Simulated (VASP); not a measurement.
Here is a VASP 6.6.1 calculation.

File POSCAR:

```
TlBr
1.0
    3.9964367115      0.0000000000      0.0000000000
    0.0000000000      3.9964367115      0.0000000000
    0.0000000000      0.0000000000      3.9964367115
Tl Br
1 1
Direct
    0.0000000000      0.0000000000      0.0000000000
    0.5000000000      0.5000000000      0.5000000000
```

File INCAR.step1:

```
ALGO = Normal ; EDIFF = 1E-5
ENCUT = 550 ; GGA = PE
GGA_COMPAT = F ; ISMEAR = -1
LASPH = T ; LCHARG = F
LREAL = F ; LWAVE = T
NBANDS = 17 ; NELM = 120
PREC = Accurate ; SIGMA = 0.1
```

File INCAR.step2:

```
ALGO = Normal ; EDIFF = 1E-6
ENCUT = 550 ; GGA_COMPAT = F
ISIF = 2 ; ISMEAR = -1
ISTART = 1 ; LASPH = T
LCHARG = F ; LMIXTAU = T
LREAL = F ; LWAVE = F
METAGGA = R2SCAN ; NBANDS = 17
NELM = 120 ; PREC = Accurate
SIGMA = 0.1
```

File KPOINTS:

```
k-points
0
Gamma
  10 10 10
```

Potentials or basis: VASP PAW PBE potentials, release 64 (Tl_d, Br).

The run is started by

```sh
$ cat potpaw_PBE.64/Tl_d/POTCAR potpaw_PBE.64/Br/POTCAR > POTCAR
$ cp INCAR.step1 INCAR
$ mpirun -np 1 vasp_std > vasp.out
$ cp INCAR.step2 INCAR
$ mpirun -np 1 vasp_std > vasp.out
```

**Question.** What does it give for the pressure?

**Answer.** 0.0 GPa.

**Question.** What does it give for the band gap on the k mesh?

**Answer.** 2.33 eV, direct.

Caveat: the PAW data sets were made with another functional, which shifts forces and pressure a little; spin-orbit coupling is left out, which moves the levels of the heavy elements. r2SCAN opens gaps a little over a GGA but as a rule still falls short of measured ones.
